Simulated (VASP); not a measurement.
# Zn2C (Fm-3m) in VASP: notebook

The runs below take Zn2C through single point, with r2SCAN.

All numbers are computed with VASP 6.6.1; they aren't measurements. Logs are shortened: lines on timing, memory, paths and dates and some standing lists are left out, and cuts for length are marked.

## 1. The cell of the first run

It takes space group Fm-3m (No. 225, cubic). Conventional cell: a = 5.156 Å, b = 5.156 Å, c = 5.156 Å, α = 90.00°, β = 90.00°, γ = 90.00°. C (site symmetry m-3m) has 8 Zn at 2.23 Å within 3.0 Å. Within 3.0 Å of Zn (site symmetry -43m) lie 4 C at 2.23 Å and 6 Zn at 2.58 Å.

## 2. Single point, r2SCAN

Contents of POSCAR:

```
Zn2C
1.0
    0.0000000000      2.5779490413      2.5779490413
    2.5779490413      0.0000000000      2.5779490413
    2.5779490413      2.5779490413      0.0000000000
C Zn
1 2
Direct
    0.0000000000      0.0000000000      0.0000000000
    0.2500000000      0.2500000000      0.2500000000
    0.7500000000      0.7500000000      0.7500000000
```

Contents of INCAR.step1:

```
PREC     = Accurate       # precision mode
ENCUT    = 520            # plane-wave cutoff, eV
ISMEAR   = -1             # smearing method
SIGMA    = 0.02           # smearing width, eV
LREAL    = False          # projectors in reciprocal space
LASPH    = True           # aspherical terms in the spheres
NELM     = 100            # most SCF steps
NBANDS   = 21             # bands
GGA      = PE             # functional
ALGO     = Normal         # electronic algorithm
EDIFF    = 1E-4           # SCF threshold, eV
LWAVE    = True           # write WAVECAR
LCHARG   = False          # write CHGCAR
```

Contents of INCAR.step2:

```
PREC     = Accurate       # precision mode
ENCUT    = 520            # plane-wave cutoff, eV
EDIFF    = 1E-7           # SCF threshold, eV
ISMEAR   = -1             # smearing method
SIGMA    = 0.02           # smearing width, eV
LREAL    = False          # projectors in reciprocal space
LASPH    = True           # aspherical terms in the spheres
NELM     = 100            # most SCF steps
ALGO     = Normal         # electronic algorithm
ISIF     = 2              # what is computed and relaxed
LWAVE    = False          # write WAVECAR
LCHARG   = False          # write CHGCAR
METAGGA  = R2SCAN         # meta-GGA
LMIXTAU  = True         
NBANDS   = 21             # bands
ISTART   = 1
```

Contents of KPOINTS:

```
Automatic mesh
0
Gamma
  8 8 8
```

Potentials or basis: VASP PAW PBE potentials, release 64 (C, Zn).

Command:

```bash
$ cat potpaw_PBE.64/C/POTCAR potpaw_PBE.64/Zn/POTCAR > POTCAR
$ cp INCAR.step1 INCAR
$ mpirun -np 1 vasp_std > vasp.out
$ cp INCAR.step2 INCAR
$ mpirun -np 1 vasp_std > vasp.out
```

OUTCAR:

```text
PREC = Accurate
   ENCUT = 520
   EDIFF = 1E-7
   ISMEAR = -1
   LREAL = False
   LASPH = True
   NELM = 100
   ISIF = 2
   METAGGA = R2SCAN
   ISTART = 1

 ion  position               nearest neighbor table
   1  0.000  0.000  0.000-   3 2.23   3 2.23   3 2.23   2 2.23   3 2.23   2 2.23   2 2.23   2 2.23

   2  0.250  0.250  0.250-   1 2.23   1 2.23   1 2.23   1 2.23   3 2.58   3 2.58   3 2.58   3 2.58
                             3 2.58   3 2.58
   3  0.750  0.750  0.750-   1 2.23   1 2.23   1 2.23   1 2.23   2 2.58   2 2.58   2 2.58   2 2.58
                             2 2.58   2 2.58

  LATTYP: Found a face centered cubic cell.
 ALAT       =     5.1558980826

  Lattice vectors:

 A1 = (   0.0000000000,   2.5779490413,   2.5779490413)
 A2 = (   2.5779490413,   0.0000000000,   2.5779490413)
 A3 = (   2.5779490413,   2.5779490413,   0.0000000000)

Analysis of symmetry for initial positions (statically):
=====================================================================
 Subroutine PRICEL returns:
 Original cell was already a primitive cell.

 Routine SETGRP: Setting up the symmetry group for a
 face centered cubic supercell.

 Subroutine GETGRP returns: Found 48 space group operations
 (whereof 48 operations were pure point group operations)
 out of a pool of 48 trial point group operations.

The static configuration has the point symmetry O_h .

Analysis of symmetry for dynamics (positions and initial velocities):
=====================================================================
 Subroutine PRICEL returns:
 Original cell was already a primitive cell.

 Routine SETGRP: Setting up the symmetry group for a
 face centered cubic supercell.

 Subroutine GETGRP returns: Found 48 space group operations
 (whereof 48 operations were pure point group operations)
 out of a pool of 48 trial point group operations.

The dynamic configuration has the point symmetry O_h .

 Subroutine INISYM returns: Found 48 space group operations
 (whereof 48 operations are pure point group operations),
 and found     1 'primitive' translations

----------------------------------------------------------------------------------------

                                     Primitive cell

  volume of cell :      34.2652

  direct lattice vectors                    reciprocal lattice vectors
[... 85 lines left out ...]
   LSORBIT =      F    spin-orbit coupling
   LASPH  =      T    aspherical Exc in radial PAW
   ENCUT  =  520.0 eV  38.22 Ry    6.18 a.u.   6.78  6.78  6.78*2*pi/ulx,y,z
   NELM   =    100;   NELMIN=  2; NELMDL=  0     # of ELM steps
   EDIFF  = 0.1E-06   stopping-criterion for ELM
   LREAL  =      F    real-space projection
   EDIFFG = 0.1E-05   stopping-criterion for IOM
   NSW    =      0    number of steps for IOM
   IBRION =     -1    ionic relax: 0-MD 1-quasi-New 2-CG
   NFREE  =      0    steps in history (QN), initial steepest desc. (CG)
   ISIF   =      2    stress and relaxation
   ISYM   =      2    0-nonsym 1-usesym 2-fastsym
   POTIM  = 0.5000    time-step for ionic-motion
   TEBEG  =    0.0;   TEEND  =   0.0 temperature during run
   PSTRESS=    0.0 pullay stress
   NELECT =      28.0000    total number of electrons
   NUPDOWN=      -1.0000    fix difference up-down
   EMIN   =  10.00;   EMAX   =-10.00  energy-range for DOS
   EFERMI =   0.00;   METHOD = LEGACY
   ISMEAR =    -1;   SIGMA  =   0.02  broadening in eV -4-tet -1-fermi 0-gaus
   EFERMI_NEDOS =   21; number of points for ismear=-14 and -15
   IALGO  =     38    algorithm
   IMIX   =      4    mixing-type and parameters
     AMIX     =   0.40;   BMIX     =  1.00
     AMIX_MAG =   1.60;   BMIX_MAG =  1.00
  volume/ion in A,a.u.               =      11.42        77.08
  Fermi-wavevector in a.u.,A,eV,Ry     =   1.530535  2.892291 31.872144  2.342536
  Thomas-Fermi vector in A             =   2.638004
   LORBIT       =      0    0 simple, 1 ext, 2 COOP (PROOUT), +10 PAW based schemes
   METAGGA = R2SCAN    functional components
   LHFCALC =     F    Hartree Fock is set to
   AEXX    =    0.0000 exact exchange contribution
   IVDW    =     0    specifies the selected vdW correction
   LEPSILON=     F    determine dielectric tensor
   LRPA    =     F    only Hartree local field effects (RPA)
 non-spin polarized calculation
  energy-cutoff  :      520.00
  volume of cell :       34.27
 maximum number of plane-waves:       941
   NGX = 13   NGY = 13   NGZ = 13

 number of electron      27.9999984 magnetization

 Free energy of the ion-electron system (eV)
  ---------------------------------------------------
  ext. energy  EPLUGINS =         0.00000000
  ---------------------------------------------------
  free energy    TOTEN  =       -25.83314098 eV

  energy without entropy =      -25.83309471  energy(sigma->0) =      -25.83311784

 E-fermi :   4.6537     XC(G=0): -13.0246

 val. band max:        4.5793449530   @ k =   0.0000   0.0000   0.0000
 cond. band min:       4.7051545921   @ k =   0.0000   0.0000   0.0000
 fundamental gap:      0.1258096391
 Fermi energy:         4.6537293063

 k-point     1 :       0.0000    0.0000    0.0000
  band No.  band energies     occupation
      1     -10.1851      2.00000
      2      -4.4650      2.00000
      3      -4.4650      2.00000
      4      -4.4650      2.00000
      5      -4.2223      2.00000
      6      -4.2223      2.00000
[... 565 lines left out ...]
     20      15.9101      0.00000
     21      18.1882      0.00000

 [... further k-points ...]

------------------------ aborting loop because EDIFF is reached ----------------------------------------

  FORCE on cell =-STRESS in cart. coord.  units (eV):
  Direction    XX          YY          ZZ          XY          YZ          ZX
  --------------------------------------------------------------------------------------
  -------------------------------------------------------------------------------------
  Total        0.1452303      0.1452303      0.1452303      0.0000000      0.0000000      0.0000000
  in kB        6.7907042      6.7907042      6.7907042      0.0000000      0.0000000      0.0000000
  external PRESSURE =       6.7907042 kB  Pullay stress =       0.0000000 kB

 VOLUME and BASIS-vectors are now :
 -----------------------------------------------------------------------------
  energy-cutoff  :      520.00
  volume of cell :       34.27
      direct lattice vectors                 reciprocal lattice vectors
     0.000000000  2.577949041  2.577949041    -0.193952631  0.193952631  0.193952631
     2.577949041  0.000000000  2.577949041     0.193952631 -0.193952631  0.193952631
     2.577949041  2.577949041  0.000000000     0.193952631  0.193952631 -0.193952631

 POSITION                                       TOTAL-FORCE (eV/Angst)
 -----------------------------------------------------------------------------------
      0.00000      0.00000      0.00000        -0.000000      0.000000     -0.000000
      1.28897      1.28897      1.28897        -0.000000      0.000000      0.000000
      3.86692      3.86692      3.86692         0.000000     -0.000000      0.000000
 -----------------------------------------------------------------------------------
    total drift:                                0.000000      0.000000      0.000000

  FREE ENERGIE OF THE ION-ELECTRON SYSTEM (eV)
  ---------------------------------------------------
  free  energy   TOTEN  =       -25.8331409771 eV

  energy  without entropy=      -25.8330947072  energy(sigma->0) =      -25.83311784
```

OUTCAR.step1:

```text
PREC = Accurate
   ENCUT = 520
   ISMEAR = -1
   LREAL = False
   LASPH = True
   NELM = 100
[... 801 lines left out ...]
      0.00000      0.00000      0.00000         0.000000     -0.000000      0.000000
      1.28897      1.28897      1.28897        -0.000000     -0.000000     -0.000000
      3.86692      3.86692      3.86692         0.000000      0.000000      0.000000
 -----------------------------------------------------------------------------------
    total drift:                                0.000000      0.000000      0.000000

  FREE ENERGIE OF THE ION-ELECTRON SYSTEM (eV)
  ---------------------------------------------------
  free  energy   TOTEN  =        -9.2497650211 eV

  energy  without entropy=       -9.2496136032  energy(sigma->0) =       -9.24968931
```

OSZICAR.step1:

```text
N       E                     dE             d eps       ncg     rms          rms(c)
DAV:   1     0.151891448623E+03    0.15189E+03   -0.14277E+04  1218   0.208E+03
DAV:   2     0.318522672800E+00   -0.15157E+03   -0.14495E+03  1258   0.344E+02
DAV:   3    -0.110075075541E+02   -0.11326E+02   -0.11166E+02  1383   0.924E+01
DAV:   4    -0.111892346803E+02   -0.18173E+00   -0.18162E+00  1313   0.114E+01
DAV:   5    -0.111902538187E+02   -0.10191E-02   -0.10191E-02  1378   0.809E-01    0.100E+01
DAV:   6    -0.925831162159E+01    0.19319E+01   -0.48646E+00  1784   0.505E+01    0.714E+00
DAV:   7    -0.926711289174E+01   -0.88013E-02   -0.84360E-01  1359   0.111E+01    0.377E+00
DAV:   8    -0.925187573344E+01    0.15237E-01   -0.48786E-02  1318   0.156E+00    0.114E+00
DAV:   9    -0.924979106971E+01    0.20847E-02   -0.29885E-03  1600   0.590E-01    0.141E-01
DAV:  10    -0.924976502115E+01    0.26049E-04   -0.94066E-04  1641   0.278E-01
   1 F= -.92497650E+01 E0= -.92496893E+01  d E =-.151418E-03
```

It took 2.8 min on 1 thread of Intel Xeon Platinum 8375C at 2.90GHz (Ice Lake), shared host; peak memory 0.16 GiB.

Results:

```yaml
Free_energy: -25.8331 eV
Pressure: 0.7 GPa
Band_gap_on_the_k_mesh: 0.13 eV
```

Caveat: the PAW data sets were made with another functional, which shifts forces and pressure a little.

## 3. Single point, r2SCAN (11.76 Å³/atom)

This run uses another cell than the first one, of 11.76 Å³/atom.

Contents of POSCAR:

```
Zn2C
1.0
    0.0000000000      2.6034749493      2.6034749493
    2.6034749493      0.0000000000      2.6034749493
    2.6034749493      2.6034749493      0.0000000000
C Zn
1 2
Direct
    0.0000000000      0.0000000000      0.0000000000
    0.2500000000      0.2500000000      0.2500000000
    0.7500000000      0.7500000000      0.7500000000
```

Contents of INCAR.step1:

```
ALGO = Normal
EDIFF = 1E-4
ENCUT = 520
GGA = PE
ISMEAR = -1
LASPH = True
LCHARG = False
LREAL = False
LWAVE = True
NBANDS = 21
NELM = 100
PREC = Accurate
SIGMA = 0.02
```

Contents of INCAR.step2:

```
ALGO = Normal
EDIFF = 1E-7
ENCUT = 520
ISIF = 2
ISMEAR = -1
ISTART = 1
LASPH = True
LCHARG = False
LMIXTAU = True
LREAL = False
LWAVE = False
METAGGA = R2SCAN
NBANDS = 21
NELM = 100
PREC = Accurate
SIGMA = 0.02
```

Contents of KPOINTS:

```
k-points
0
Gamma
  8 8 8
```

Potentials or basis: VASP PAW PBE potentials, release 64 (C, Zn).

Command:

```bash
$ cat potpaw_PBE.64/C/POTCAR potpaw_PBE.64/Zn/POTCAR > POTCAR
$ cp INCAR.step1 INCAR
$ mpirun -np 1 vasp_std > vasp.out
$ cp INCAR.step2 INCAR
$ mpirun -np 1 vasp_std > vasp.out
```

Run time: 2.3 min. Hardware: 1 thread of Intel Xeon Platinum 8375C at 2.90GHz (Ice Lake), shared host; peak memory 0.17 GiB.

The run converged. Its results:

```
Free energy            : -25.8231 eV
Pressure               : -3.4 GPa
Band gap on the k mesh : zero (filled and empty bands touch)
```

Levels at points of the mesh, in eV from the Fermi level:
```
           k point  band 12  band 13  band 14  band 15  band 16  band 17
(0.00, 0.00, 0.00)    -0.02    -0.02    -0.02    -0.02     4.49     4.49
(0.50, 0.00, 0.00)    -7.27    -1.19    -1.19     0.98     5.42     5.42
(0.50, 0.50, 0.00)    -5.47    -3.78    -3.78     1.09     1.76     7.93
```

Caveat: the cell stands under tension; the PAW data sets were made with another functional, which shifts forces and pressure a little.

## 4. Single point, r2SCAN (12.11 Å³/atom)

This run uses another cell than the first one, of 12.11 Å³/atom.

Contents of POSCAR:

```
Zn2C
1.0
    0.0000000000      2.6285098981      2.6285098981
    2.6285098981      0.0000000000      2.6285098981
    2.6285098981      2.6285098981      0.0000000000
C Zn
1 2
Direct
    0.0000000000      0.0000000000      0.0000000000
    0.2500000000      0.2500000000      0.2500000000
    0.7500000000      0.7500000000      0.7500000000
```

Contents of INCAR.step1:

```
SYSTEM = Zn2C
  PREC = Accurate
  ENCUT = 520
  ISMEAR = -1
  SIGMA = 0.02
  LREAL = .False.
  LASPH = .True.
  NELM = 80
  NBANDS = 21
  GGA = PE
  ALGO = Normal
  EDIFF = 1E-4
  LWAVE = .True.
  LCHARG = .False.
```

Contents of INCAR.step2:

```
SYSTEM = Zn2C
  PREC = Accurate
  ENCUT = 520
  EDIFF = 1E-6
  ISMEAR = -1
  SIGMA = 0.02
  LREAL = .False.
  LASPH = .True.
  NELM = 80
  ALGO = Normal
  ISIF = 2
  LWAVE = .False.
  LCHARG = .False.
  METAGGA = R2SCAN
  LMIXTAU = .True.
  NBANDS = 21
  ISTART = 1
```

Contents of KPOINTS:

```
Automatic mesh
0
Gamma
  8 8 8
  0 0 0
```

Command:

```bash
$ cat potpaw_PBE.64/C/POTCAR potpaw_PBE.64/Zn/POTCAR > POTCAR
$ cp INCAR.step1 INCAR
$ mpirun -np 1 vasp_std > vasp.out
$ cp INCAR.step2 INCAR
$ mpirun -np 1 vasp_std > vasp.out
```

It took 2.1 min on 1 thread of Intel Xeon Platinum 8375C at 2.90GHz (Ice Lake), shared host; peak memory 0.17 GiB.

It converged, with:

```yaml
Free_energy: -25.7888 eV
Pressure: -6.9 GPa
Band_gap_on_the_k_mesh: zero (filled and empty bands touch)
```

Levels at points of the mesh, in eV from the Fermi level:
| k point | band 11 | band 12 | band 13 | band 14 | band 15 | band 16 | band 17 | band 18 |
| --- | --- | --- | --- | --- | --- | --- | --- | --- |
| (0.00, 0.00, 0.00) | -7.05 | -0.14 | -0.01 | -0.01 | -0.01 | 4.45 | 4.45 | 4.45 |
| (0.50, 0.00, 0.00) | -7.30 | -7.22 | -1.15 | -1.15 | 0.85 | 5.37 | 5.37 | 6.27 |
| (0.50, 0.50, 0.00) | -7.07 | -5.42 | -3.65 | -3.65 | 1.09 | 1.66 | 7.72 | 9.37 |

Caveat: the cell stands under tension; the PAW data sets were made with another functional, which shifts forces and pressure a little.

## 5. Overview

| cell | gap on the mesh (eV) | pressure (GPa) |
| --- | --- | --- |
| a = 3.646 Å, angles 60.0°, 3 atoms | 0.13 | 0.7 |
| a = 3.682 Å, angles 60.0°, 3 atoms | none | -3.4 |
| a = 3.717 Å, angles 60.0°, 3 atoms | none | -6.9 |

Alike in all rows: task single point; level r2SCAN; potentials or basis VASP PAW PBE potentials, release 64 (C, Zn); no spin polarisation; k mesh 8 × 8 × 8; cutoff (eV) 520; smearing fermi-dirac 0.02 eV.

Caveats: the PAW data sets were made with another functional, which shifts forces and pressure a little; the cell stands under tension (at least some runs).

Total energies depend on the potentials used, so only differences within one code and one set of settings carry meaning.
